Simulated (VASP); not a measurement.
LiGeH3: relaxation of cell and atoms with PBE

Crystal: LiGeH3.

```
Li Ge H
1.0
     3.53322    0.00000    0.00000
     0.00000    3.53322    0.00000
     0.00000    0.00000    3.53322
Li Ge H
1 1 3
Direct
  0.50000 0.50000 0.50000
  0.00000 0.00000 0.00000
  0.00000 0.50000 0.50000
  0.50000 0.50000 0.00000
  0.50000 0.00000 0.50000
```

The cell was generated, and may not be a known phase.

- Program: VASP 6.6.1
- Task: relaxation of cell and atoms
- Functional: PBE
- Potentials or basis: VASP PAW PBE potentials, release 64 (Li_sv, Ge_d, H)
- Cutoff: 600 eV
- k mesh: 6 × 6 × 6
- Occupations: gaussian, width 0.1 eV
- Spin: no spin polarisation
- Dipole correction: no
- Further INCAR settings: ALGO = Normal; EDIFF = 1e-06; IBRION = 2; EDIFFG = -0.04; NSW = 90; ISIF = 3

```
Relaxed volume                        : 8.48 Å³/atom
Relaxed cell                          : a = 3.487 Å, b = 3.487 Å, c = 3.487 Å, α = 90.00°, β = 90.00°, γ = 90.00°
Space group after relaxing (to 0.1 Å) : Pm-3m (No. 221)
Energy gained by relaxing             : 2.0 meV/atom
Ionic steps                           : 4
Pressure after relaxing               : 0.0 GPa
Band gap on the k mesh                : zero (bands 10 and 11 overlap by 1.52 eV)
```

Step by step:
```tsv
step	energy change (eV)	largest force (eV/Å)	pressure (GPa)	volume (Å³)
1	0.0000	0.0000	-1.67	44.11
2	-0.0053	0.0000	-1.03	43.52
3	-0.0077	0.0000	-0.76	43.15
4	-0.0100	0.0000	0.04	42.42
```

Final structure:
```cif
data_structure
_symmetry_space_group_name_H-M 'P 1'
_symmetry_Int_Tables_number 1
_cell_length_a 3.4875
_cell_length_b 3.4875
_cell_length_c 3.4875
_cell_angle_alpha 90.000
_cell_angle_beta 90.000
_cell_angle_gamma 90.000
_cell_volume 42.42
loop_
_atom_site_label
_atom_site_type_symbol
_atom_site_fract_x
_atom_site_fract_y
_atom_site_fract_z
_atom_site_occupancy
Li1 Li 0.50000 0.50000 0.50000 1
Ge1 Ge 0.00000 0.00000 0.00000 1
H1 H 0.00000 0.50000 0.50000 1
H2 H 0.50000 0.50000 0.00000 1
H3 H 0.50000 0.00000 0.50000 1
```

Levels at points of the mesh, in eV from the Fermi level:
| k point | band 8 | band 9 | band 10 | band 11 | band 12 | band 13 |
| --- | --- | --- | --- | --- | --- | --- |
| (0.00, 0.00, 0.00) | -0.39 | -0.39 | 0.29 | 1.38 | 1.38 | 1.38 |
| (0.50, 0.00, 0.00) | -6.60 | 0.00 | 0.35 | 3.03 | 3.03 | 6.45 |
| (0.50, 0.50, 0.00) | -5.19 | -5.19 | -2.88 | 4.21 | 4.33 | 4.33 |
| (0.50, 0.50, 0.50) | -3.05 | -3.05 | -3.05 | -1.17 | -1.17 | -1.17 |

Run time: 63 s on 1 thread of Intel Xeon 8259CL, with other jobs on the host, peak memory 0.17 GiB.

Caveat: the cutoff is under 1.25 times the usual one of these potentials, so pressure, stress and relaxed cells hold a basis-set (Pulay) error.
